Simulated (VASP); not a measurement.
The system is Co.

```
Co
1.0
     2.61631    0.00000    0.00000
    -1.30816    2.26579    0.00000
     0.00000    0.00000    4.22029
Co
2
Direct
  0.66667 0.33333 0.25000
  0.33333 0.66667 0.75000
```

Base run:

* Program: VASP 6.6.1
* Functional: LDA
* Potentials or basis: VASP PAW LDA potentials, release 64 (Co)
* Cutoff: 520 eV
* k mesh: 24 × 24 × 12
* Occupations: gaussian, width 0.15 eV
* Spin: collinear spin, ferromagnetic start
* Starting moments: [0.55, 0.55] μB
* Fixed moment: 1.1 μB

Its results: pressure -42.9 GPa; site moments Co +0.56 μB.

Q: After a change of settings the same cell gave: pressure -38.4 GPa; site moments Co +1.41 μB. Which change was it?
A. fixed moment from 1.1 μB to 4.4 μB; moments at the start from [0.55, 0.55] to [2.2, 2.2]
B. fixed moment from 1.1 μB to 2.75 μB; moments at the start from [0.55, 0.55] to [1.38, 1.38]
C. fixed moment from 1.1 μB to 3.3 μB; moments at the start from [0.55, 0.55] to [1.65, 1.65]

A: B.

Caveats: the total moment is fixed, so each spin has its own Fermi level.
